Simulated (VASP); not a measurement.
# Al32NO47 (a cell with a defect) in VASP: notebook

Al32NO47 (a cell with a defect) is run at these levels: PBE; tasks: single point.

Program: VASP 6.6.1. These are calculated values, not measurements. Logs are shortened: lines on timing, memory, paths and dates and some standing lists are left out, and cuts for length are marked.

## 1. The cell of the first run

The cell holds a defect, 80 atoms: a = 10.361 Å, b = 10.361 Å, c = 10.361 Å, α = 55.29°, β = 55.29°, γ = 55.29°.

## 2. Single point, PBE

INCAR reads:

```
SYSTEM = Al32NO47
ALGO     = Normal         ! electronic algorithm
EDIFF    = 1E-6           ! SCF threshold, eV
ENCUT    = 520            ! plane-wave cutoff, eV
GGA      = PE             ! functional
GGA_COMPAT= .FALSE.      
ISIF     = 2              ! what is computed and relaxed
ISMEAR   = -1             ! smearing method
LASPH    = .TRUE.         ! aspherical terms in the spheres
LCHARG   = .TRUE.         ! write CHGCAR
LELF     = .TRUE.         ! ELF
LREAL    = Auto         
LVHAR    = .TRUE.       
LWAVE    = .FALSE.        ! write WAVECAR
NBANDS   = 238            ! bands
NELECT   = 382.0        
NELM     = 120            ! most SCF steps
PREC     = Accurate       ! precision mode
SIGMA    = 0.01           ! smearing width, eV
```

KPOINTS reads:

```
k-points
0
G
  1 1 1
  0 0 0
```

POSCAR reads:

```
Al32NO47
1.0
    4.8078835217      2.7758328471      8.7484141900
   -4.8078835212      2.7758328488      8.7484141892
    0.0000000017     -5.5516656896      8.7484141908
Al O N
32 47 1
Direct
    0.3183443578      0.3240275009      0.3240941688
    0.4215379309      0.4275499828      0.4189223375
    0.0716649713      0.0752277003      0.0747334159
    0.1804926962      0.1728562349      0.1749315027
    0.3245078285      0.3237588439      0.8218313914
    0.4255595788      0.4248342695      0.9265614376
    0.0761594765      0.0699271747      0.5746304133
    0.1700954397      0.1767029710      0.6786758868
    0.3257367373      0.8218874555      0.3250322890
    0.4264810921      0.9255080890      0.4267016578
    0.0758856735      0.5706677086      0.0727454724
    0.1763871479      0.6764087429      0.1747671636
    0.3215167034      0.8234869178      0.8245413114
    0.4222689287      0.9213251388      0.9346617211
    0.0718096270      0.5767587737      0.5731756025
    0.1783479282      0.6748446967      0.6750408021
    0.8331745733      0.3234293338      0.3140794646
    0.9261505860      0.4196801214      0.4276847815
    0.5735754770      0.0726759150      0.0764368775
    0.6696929590      0.1899163655      0.1697401393
    0.8226050036      0.3268291664      0.8213357879
    0.9276134897      0.4258349108      0.9235450849
    0.5476903352      0.0757301552      0.5997742885
    0.6858124326      0.1634191279      0.6793248105
    0.8331184670      0.8065219323      0.3204149398
    0.9264314741      0.9300605193      0.4323438100
    0.5745518048      0.5756147002      0.0708008556
    0.6752713959      0.6741329108      0.1767598753
    0.8267566746      0.8174371220      0.8294269805
    0.9256365056      0.9265859164      0.9280843481
    0.5741787565      0.5688187278      0.5744439088
    0.6734278452      0.6775913140      0.6749673598
    0.2253515592      0.0261194782      0.3749133965
    0.4741823073      0.1249523977      0.2804292215
    0.0302588197      0.3725414628      0.2202259986
    0.3771586347      0.2207776862      0.0279219475
    0.1231005205      0.2759477237      0.4724609591
    0.2763010179      0.4715593400      0.1237618583
    0.2192058857      0.0282040995      0.8767405425
    0.4694680339      0.1209672956      0.7851892507
    0.0244413959      0.3785056917      0.7196977612
    0.3649441913      0.2236843058      0.5316293169
    0.1265575558      0.2772120769      0.9698984946
    0.2815591689      0.4697609921      0.6212678094
    0.2158382109      0.5313425195      0.3749054744
    0.4718569256      0.6238388900      0.2778891447
    0.0158099657      0.8801942212      0.2273217514
    0.3725774086      0.7232336542      0.0285413310
    0.1255018246      0.7776802520      0.4726712113
    0.2785408263      0.9687339018      0.1275509433
    0.2249505284      0.5259067813      0.8728321627
    0.4715288393      0.6236345651      0.7763958899
    0.0303302642      0.8718371878      0.7244616564
    0.3775575503      0.7198464212      0.5277038442
    0.1230195432      0.7778732905      0.9750242949
    0.2773750919      0.9701924166      0.6262574313
    0.7014257963      0.1065102618      0.3823496481
    0.9814619217      0.1220779873      0.2758721924
    0.5169292404      0.3855924975      0.2133348561
    0.8728087811      0.2247853307      0.0280813792
    0.7806010487      0.4738330810      0.1194496152
    0.7240772547      0.0245563395      0.8805929472
    0.9701760929      0.1254334962      0.7797127526
    0.5330154379      0.3679987845      0.7142393547
    0.8773463110      0.2180383877      0.5283444084
    0.6251465495      0.2784964778      0.9696120836
    0.7771477116      0.4735637955      0.6220003555
    0.7211555324      0.5231711000      0.3756987445
    0.9747963101      0.6168869378      0.2784341572
    0.5303502043      0.8733257146      0.2227017208
    0.8753242462      0.7198889565      0.0310464693
    0.6270329855      0.7840140305      0.4687574558
    0.7765783641      0.9740420869      0.1334009935
    0.7203875551      0.5305011686      0.8719883377
    0.9742737031      0.6231563766      0.7766109662
    0.5243235130      0.8735712706      0.7243573895
    0.8665332210      0.7353422090      0.5230367484
    0.6243068336      0.7772609191      0.9731350108
    0.7796931611      0.9644900386      0.6354224470
    0.6412012070      0.2570564167      0.4435478165
```

Potentials or basis: VASP PAW PBE potentials, release 64 (Al, O, N).

On the command line:

```
$ cat potpaw_PBE.64/Al/POTCAR potpaw_PBE.64/O/POTCAR potpaw_PBE.64/N/POTCAR > POTCAR
$ mpirun -np 1 vasp_gam > vasp.out
```

OUTCAR:

```text
SYSTEM = Al32NO47
   EDIFF = 1E-6
   ENCUT = 520
   GGA = PE
   ISIF = 2
   ISMEAR = -1
   LASPH = .TRUE.
   LREAL = Auto
   NELECT = 382.0
   NELM = 120
   PREC = Accurate

 ion  position               nearest neighbor table
   1  0.318  0.324  0.324-  37 1.85  38 1.87  34 1.87  59 1.98  42 2.00  45 2.02   2 2.64  20 2.81
                            12 2.82   8 2.84  18 3.21   6 3.24  10 3.24
   2  0.422  0.428  0.419-  46 1.87  44 1.88  45 1.96  59 1.97  80 1.98  42 2.00   1 2.64  27 2.80
                            15 2.81  23 2.84   9 3.25   5 3.31
   3  0.072  0.075  0.075-  39 1.87  60 1.88  47 1.89  58 1.97  43 1.99  50 2.02   4 2.68  14 2.81
                            22 2.81  26 2.85   8 3.24  12 3.26  20 3.28
   4  0.180  0.173  0.175-  36 1.86  33 1.88  35 1.88  58 1.94  50 1.98  43 2.01   3 2.68  17 2.78
                             9 2.81   5 2.83  19 3.22  11 3.25   7 3.26
   5  0.325  0.324  0.822-  40 1.87  43 1.87  44 1.87  51 1.98  64 1.98  36 2.02   6 2.68  16 2.81
                             4 2.83  24 2.89  22 3.24  14 3.28   2 3.31  23 3.34
   6  0.426  0.425  0.927-  38 1.86  66 1.87  52 1.87  51 1.98  36 1.98  64 2.09   5 2.68  11 2.80
                            31 2.82  19 2.82   1 3.24  21 3.25  13 3.26
   7  0.076  0.070  0.575-  53 1.87  33 1.87  65 1.87  56 1.97  37 1.98  63 2.02   8 2.67  10 2.80
                            18 2.80  30 2.83  24 3.20  16 3.23   4 3.26
   8  0.170  0.177  0.679-  42 1.85  41 1.88  39 1.88  63 1.95  37 1.99  56 2.01   7 2.67  21 2.78
                            13 2.83   1 2.84  23 3.12   3 3.24  15 3.27
   9  0.326  0.822  0.325-  50 1.87  46 1.87  49 1.88  54 1.98  33 1.99  70 2.00  10 2.68  28 2.80
                            16 2.80   4 2.81  14 3.20  26 3.24   2 3.25
  10  0.426  0.926  0.427-  72 1.87  56 1.87  34 1.89  33 1.97  70 1.99  54 1.99   9 2.68   7 2.80
                            19 2.80  31 2.85   1 3.24  13 3.25  25 3.29
  11  0.076  0.571  0.073-  35 1.87  71 1.87  51 1.88  38 1.96  69 1.98  55 2.01  12 2.70   6 2.80
                            18 2.85  30 2.85  16 3.25   4 3.25  28 3.27
  12  0.176  0.676  0.175-  48 1.86  45 1.86  47 1.95  55 1.96  38 2.00  69 2.01  11 2.70  25 2.74
                            13 2.80   1 2.82  27 3.25  15 3.26   3 3.26
  13  0.322  0.823  0.825-  56 1.86  55 1.87  52 1.89  76 1.98  48 1.99  39 2.00  14 2.70  12 2.80
                            32 2.82   8 2.83  30 3.23  10 3.25   6 3.26
  14  0.422  0.921  0.935-  50 1.83  78 1.87  40 1.89  48 1.95  39 2.01  76 2.03  23 2.68  13 2.70
[... 82 lines left out ...]
  78  0.624  0.777  0.973-  14 1.87  29 1.88  27 1.97  28 1.98
  79  0.780  0.964  0.635-  29 1.84  26 1.86  24 1.92  23 2.15
  80  0.641  0.257  0.444-  57 1.67  17 1.92  23 1.98   2 1.98  24 2.28

  LATTYP: Found a trigonal (rhomboedric) cell.
 ALAT       =    10.3612616405
 COS(alpha) =     0.5693617617

  Lattice vectors:

 A1 = (   4.8078835217,   2.7758328471,   8.7484141900)
 A2 = (  -4.8078835212,   2.7758328488,   8.7484141892)
 A3 = (   0.0000000017,  -5.5516656896,   8.7484141908)

Analysis of symmetry for initial positions (statically):
=====================================================================
 Subroutine PRICEL returns:
 Original cell was already a primitive cell.

 Routine SETGRP: Setting up the symmetry group for a
 trigonal (rhombohedral) supercell.

 Subroutine GETGRP returns: Found  1 space group operations
 (whereof  1 operations were pure point group operations)
 out of a pool of 12 trial point group operations.

The static configuration has the point symmetry C_1 .

Analysis of symmetry for dynamics (positions and initial velocities):
=====================================================================
 Subroutine PRICEL returns:
 Original cell was already a primitive cell.

 Routine SETGRP: Setting up the symmetry group for a
 trigonal (rhombohedral) supercell.

 Subroutine GETGRP returns: Found  1 space group operations
[... 221 lines left out ...]
   dimension x,y,z NGXF=   160 NGYF=  160 NGZF=  160
   ions per type =              32  47   1
   NGX,Y,Z   is equivalent  to a cutoff of  12.84, 12.84, 12.84 a.u.
   NGXF,Y,Z  is equivalent  to a cutoff of  25.67, 25.67, 25.67 a.u.
 SYSTEM =  Al32NO47
   PREC   = accura    normal or accurate (medium, high low for compatibility)
   ISTART =      0    job   : 0-new  1-cont  2-samecut
   ICHARG =      2    charge: 1-file 2-atom 10-const
   ISPIN  =      1    spin polarized calculation?
   LNONCOLLINEAR =      F non collinear calculations
   LSORBIT =      F    spin-orbit coupling
   LASPH  =      T    aspherical Exc in radial PAW
   ENCUT  =  520.0 eV  38.22 Ry    6.18 a.u.  19.27 19.27 19.27*2*pi/ulx,y,z
   NELM   =    120;   NELMIN=  2; NELMDL= -5     # of ELM steps
   EDIFF  = 0.1E-05   stopping-criterion for ELM
   LREAL  =      T    real-space projection
   EDIFFG = 0.1E-04   stopping-criterion for IOM
   NSW    =      0    number of steps for IOM
   IBRION =     -1    ionic relax: 0-MD 1-quasi-New 2-CG
   NFREE  =      0    steps in history (QN), initial steepest desc. (CG)
   ISIF   =      2    stress and relaxation
   ISYM   =      2    0-nonsym 1-usesym 2-fastsym
   POTIM  = 0.5000    time-step for ionic-motion
   TEBEG  =    0.0;   TEEND  =   0.0 temperature during run
   PSTRESS=    0.0 pullay stress
   NELECT =     382.0000    total number of electrons
   NUPDOWN=      -1.0000    fix difference up-down
   EMIN   =  10.00;   EMAX   =-10.00  energy-range for DOS
   EFERMI =   0.00;   METHOD = LEGACY
   ISMEAR =    -1;   SIGMA  =   0.01  broadening in eV -4-tet -1-fermi 0-gaus
   EFERMI_NEDOS =   21; number of points for ismear=-14 and -15
   IALGO  =     38    algorithm
   IMIX   =      4    mixing-type and parameters
     AMIX     =   0.40;   BMIX     =  1.00
     AMIX_MAG =   1.60;   BMIX_MAG =  1.00
  volume/ion in A,a.u.               =       8.76        59.09
  Fermi-wavevector in a.u.,A,eV,Ry     =   1.337478  2.527467 24.338749  1.788848
  Thomas-Fermi vector in A             =   2.466024
   LORBIT       =      0    0 simple, 1 ext, 2 COOP (PROOUT), +10 PAW based schemes
   GGA     = PE    functional components
   LHFCALC =     F    Hartree Fock is set to
   AEXX    =    0.0000 exact exchange contribution
   IVDW    =     0    specifies the selected vdW correction
   LEPSILON=     F    determine dielectric tensor
   LRPA    =     F    only Hartree local field effects (RPA)
 non-spin polarized calculation
  energy-cutoff  :      520.00
  volume of cell :      700.53
 maximum number of plane-waves:      9404
 NGX is ok and might be reduce to    80
   NGX = 39   NGY = 39   NGZ = 39

 number of electron     382.0000000 magnetization

 Free energy of the ion-electron system (eV)
  ---------------------------------------------------
  ext. energy  EPLUGINS =         0.00000000
  ---------------------------------------------------
  free energy    TOTEN  =      -602.31721306 eV

  energy without entropy =     -602.31721306  energy(sigma->0) =     -602.31721306

 E-fermi :   6.5455     XC(G=0): -11.5207

 val. band max:        6.2734005311   @ k =   0.0000   0.0000   0.0000
 cond. band min:       9.3908492914   @ k =   0.0000   0.0000   0.0000
 fundamental gap:      3.1174487602
 Fermi energy:         6.5455279514

 k-point     1 :       0.0000    0.0000    0.0000
  band No.  band energies     occupation
      1     -13.3246      2.00000
      2     -12.8822      2.00000
      3     -12.2566      2.00000
      4     -12.2277      2.00000
      5     -12.1644      2.00000
      6     -12.1245      2.00000
[... 195 lines left out ...]
    202      14.9627      0.00000
    203      14.9877      0.00000
 [bands above 203 left out]

------------------------ aborting loop because EDIFF is reached ----------------------------------------

  FORCE on cell =-STRESS in cart. coord.  units (eV):
  Direction    XX          YY          ZZ          XY          YZ          ZX
  --------------------------------------------------------------------------------------
  -------------------------------------------------------------------------------------
  Total       -5.0167002     -2.7527812    -12.4276688     -0.2804691      0.9674031      5.1098018
  in kB      -11.4736314     -6.2958509    -28.4231638     -0.6414574      2.2125353     11.6865630
  external PRESSURE =     -15.3975487 kB  Pullay stress =       0.0000000 kB

 VOLUME and BASIS-vectors are now :
 -----------------------------------------------------------------------------
  energy-cutoff  :      520.00
  volume of cell :      700.53
      direct lattice vectors                 reciprocal lattice vectors
     4.807883522  2.775832847  8.748414190     0.103995864  0.060042040  0.038102144
    -4.807883521  2.775832849  8.748414189    -0.103995864  0.060042040  0.038102144
     0.000000002 -5.551665690  8.748414191    -0.000000000 -0.120084080  0.038102144

 POSITION                                       TOTAL-FORCE (eV/Angst)
 -----------------------------------------------------------------------------------
     -0.02732     -0.01615      8.45505        -0.002039      0.000582     -0.004923
     -0.02891      0.03121     11.09308         0.012544      0.001349      0.005092
     -0.01713     -0.00715      1.93888        -0.002870     -0.002974     -0.000855
      0.03672      0.00968      4.62162        -0.001325      0.000280      0.005112
      0.00360     -2.76305     12.86103        -0.000846     -0.011432     -0.012037
      0.00349     -2.78341     15.54554         0.003348     -0.003258      0.008812
[... 72 lines left out ...]
     -0.88848      1.31391     20.81778        -0.005956      0.010532     -0.009171
      1.84692      0.03098     11.73867        -0.034412      0.005306      0.047376
 -----------------------------------------------------------------------------------
    total drift:                                0.009957      0.001497     -0.006950

  FREE ENERGIE OF THE ION-ELECTRON SYSTEM (eV)
  ---------------------------------------------------
  free  energy   TOTEN  =      -602.3172130628 eV

  energy  without entropy=     -602.3172130628  energy(sigma->0) =     -602.31721306
```

It took 16 min on 1 thread of Intel Xeon 8259CL, shared host; peak memory 0.96 GiB.

What came out:

- Free energy: -602.3172 eV
- Largest force: 0.059 eV/Å

Forces on the atoms (eV/Å):
```
Al  -0.002  0.001 -0.005
Al   0.013  0.001  0.005
Al  -0.003 -0.003 -0.001
Al  -0.001  0.000  0.005
Al  -0.001 -0.011 -0.012
Al   0.003 -0.003  0.009
Al  -0.002  0.004 -0.008
Al  -0.002  0.002  0.005
Al  -0.003 -0.002 -0.016
Al  -0.002  0.002  0.009
Al   0.001 -0.006 -0.007
Al   0.003 -0.005  0.010
Al   0.003  0.004 -0.008
Al  -0.001  0.000  0.013
Al   0.001  0.000 -0.007
Al  -0.003 -0.001  0.004
Al   0.000 -0.003 -0.023
Al   0.003  0.009  0.013
Al  -0.001  0.003 -0.008
Al   0.013 -0.008  0.018
Al   0.002 -0.003 -0.007
Al   0.003 -0.002  0.014
Al  -0.001 -0.010 -0.003
Al   0.003 -0.005 -0.003
Al   0.006  0.000 -0.002
Al  -0.009  0.001  0.004
Al   0.003 -0.003 -0.006
Al   0.002 -0.003  0.006
Al  -0.001 -0.001 -0.011
Al  -0.001  0.003  0.009
Al  -0.001  0.006 -0.012
Al  -0.001 -0.002  0.014
O   -0.001 -0.002  0.000
O    0.002 -0.003 -0.001
O    0.001  0.005 -0.003
O    0.003 -0.004  0.002
O   -0.003  0.002 -0.001
O    0.002  0.003 -0.002
O   -0.002  0.004  0.000
O   -0.008 -0.001  0.006
O    0.001  0.002 -0.003
O    0.007  0.000  0.003
O   -0.003  0.002  0.000
O    0.008  0.001 -0.001
O   -0.002  0.002 -0.003
O   -0.002 -0.003  0.003
O    0.000  0.002  0.000
O   -0.002 -0.001 -0.003
O   -0.001  0.003  0.005
O    0.004 -0.002  0.002
O   -0.005  0.000  0.000
O   -0.003  0.000 -0.001
O    0.001  0.002  0.001
O    0.003 -0.003  0.005
O   -0.001  0.000  0.001
O    0.005 -0.001  0.002
O    0.034  0.021 -0.033
O    0.001 -0.005 -0.004
O    0.001  0.001  0.004
O    0.000  0.001  0.000
O    0.000 -0.003 -0.003
O   -0.002  0.002  0.003
O   -0.004 -0.003 -0.001
O   -0.006  0.001  0.004
O   -0.003 -0.005 -0.008
O   -0.002  0.007 -0.002
O    0.000  0.000  0.000
O   -0.008 -0.007  0.001
O    0.000 -0.005 -0.006
O    0.002  0.003  0.001
O    0.003  0.000  0.001
O   -0.001 -0.001 -0.003
O    0.000 -0.001 -0.003
O   -0.004  0.000 -0.002
O   -0.001 -0.002  0.001
O    0.000  0.003 -0.002
O    0.001 -0.002 -0.002
O    0.000  0.005  0.001
O   -0.006  0.011 -0.009
N   -0.034  0.005  0.047
```

Caveat: the k points lie up to 0.79 Å⁻¹ apart; the cell carries a net charge on a neutralising background, which shifts energy and pressure; the cell is charged against a uniform background, so pressure and absolute levels hang on convention.

## 3. Single point, PBE

INCAR reads:

```
SYSTEM = Al32NO47
PREC = Accurate
ENCUT = 520
EDIFF = 1E-6
ISMEAR = -1
SIGMA = 0.01
LREAL = Auto
LASPH = .True.
NELM = 120
ALGO = Normal
ISIF = 2
LWAVE = .False.
LCHARG = .False.
GGA = PE
NBANDS = 238
NELECT = 382.0
GGA_COMPAT = .False.
```

KPOINTS reads:

```
regular mesh
0
Gamma
  1 1 1
  0 0 0
```

POSCAR, as its differences from that of step 2:

```diff
@@ -2,5 +2,5 @@
 1.0
-    4.8078835217      2.7758328471      8.7484141900
-   -4.8078835212      2.7758328488      8.7484141892
-    0.0000000017     -5.5516656896      8.7484141908
+    4.8078835245      2.7758328471      8.7484141875
+   -4.8078835245      2.7758328471      8.7484141875
+    0.0000000000     -5.5516656942      8.7484141875
 Al O N
```

Potentials or basis: VASP PAW PBE potentials, release 64 (Al, O, N).

On the command line:

```
$ cat potpaw_PBE.64/Al/POTCAR potpaw_PBE.64/O/POTCAR potpaw_PBE.64/N/POTCAR > POTCAR
$ mpirun -np 1 vasp_gam > vasp.out
```

It took 13 min on 1 thread of Intel Xeon 8259CL, shared host; peak memory 0.95 GiB.

It converged, with:

- Free energy: -602.3172 eV
- Largest force: 0.059 eV/Å

Forces in eV/Å, atoms in the order of the input:
```
Al  -0.002  0.001 -0.005
Al   0.013  0.001  0.005
Al  -0.003 -0.003 -0.001
Al  -0.001  0.000  0.005
Al  -0.001 -0.011 -0.012
Al   0.003 -0.003  0.009
Al  -0.002  0.004 -0.008
Al  -0.002  0.002  0.005
Al  -0.003 -0.002 -0.016
Al  -0.002  0.002  0.009
Al   0.001 -0.006 -0.007
Al   0.003 -0.005  0.010
Al   0.003  0.004 -0.008
Al  -0.001  0.000  0.013
Al   0.001  0.000 -0.007
Al  -0.003 -0.001  0.004
Al   0.000 -0.003 -0.023
Al   0.003  0.009  0.013
Al  -0.001  0.003 -0.008
Al   0.013 -0.008  0.018
Al   0.002 -0.003 -0.007
Al   0.003 -0.002  0.014
Al  -0.001 -0.010 -0.003
Al   0.003 -0.005 -0.003
Al   0.006  0.000 -0.002
Al  -0.009  0.001  0.004
Al   0.003 -0.003 -0.006
Al   0.002 -0.003  0.006
Al  -0.001 -0.001 -0.011
Al  -0.001  0.003  0.009
Al  -0.001  0.006 -0.012
Al  -0.001 -0.002  0.014
O   -0.001 -0.002  0.000
O    0.002 -0.003 -0.001
O    0.001  0.005 -0.003
O    0.003 -0.004  0.002
O   -0.003  0.002 -0.001
O    0.002  0.003 -0.002
O   -0.002  0.004  0.000
O   -0.008 -0.001  0.006
O    0.001  0.002 -0.003
O    0.007  0.000  0.003
O   -0.003  0.002  0.000
O    0.008  0.001 -0.001
O   -0.002  0.002 -0.003
O   -0.002 -0.003  0.003
O    0.000  0.002  0.000
O   -0.002 -0.001 -0.003
O   -0.001  0.003  0.005
O    0.004 -0.002  0.002
O   -0.005  0.000  0.000
O   -0.003  0.000 -0.001
O    0.001  0.002  0.001
O    0.003 -0.003  0.005
O   -0.001  0.000  0.001
O    0.005 -0.001  0.002
O    0.034  0.021 -0.033
O    0.001 -0.005 -0.004
O    0.001  0.001  0.004
O    0.000  0.001  0.000
O    0.000 -0.003 -0.003
O   -0.002  0.002  0.003
O   -0.004 -0.003 -0.001
O   -0.006  0.001  0.004
O   -0.003 -0.005 -0.008
O   -0.002  0.007 -0.002
O    0.000  0.000  0.000
O   -0.008 -0.007  0.001
O    0.000 -0.005 -0.006
O    0.002  0.003  0.001
O    0.003  0.000  0.001
O   -0.001 -0.001 -0.003
O    0.000 -0.001 -0.003
O   -0.004  0.000 -0.002
O   -0.001 -0.002  0.001
O    0.000  0.003 -0.002
O    0.001 -0.002 -0.002
O    0.000  0.005  0.001
O   -0.006  0.011 -0.009
N   -0.034  0.005  0.047
```

Levels at points of the mesh, in eV from the Fermi level:
```csv
k point,band 188,band 189,band 190,band 191,band 192,band 193,band 194,band 195
"(0.00, 0.00, 0.00)",-0.82,-0.75,-0.58,-0.27,2.85,5.08,7.06,7.58
```

Caveat: the k points lie up to 0.79 Å⁻¹ apart; the cell carries a net charge on a neutralising background, which shifts energy and pressure; the cell is charged against a uniform background, so pressure and absolute levels hang on convention.
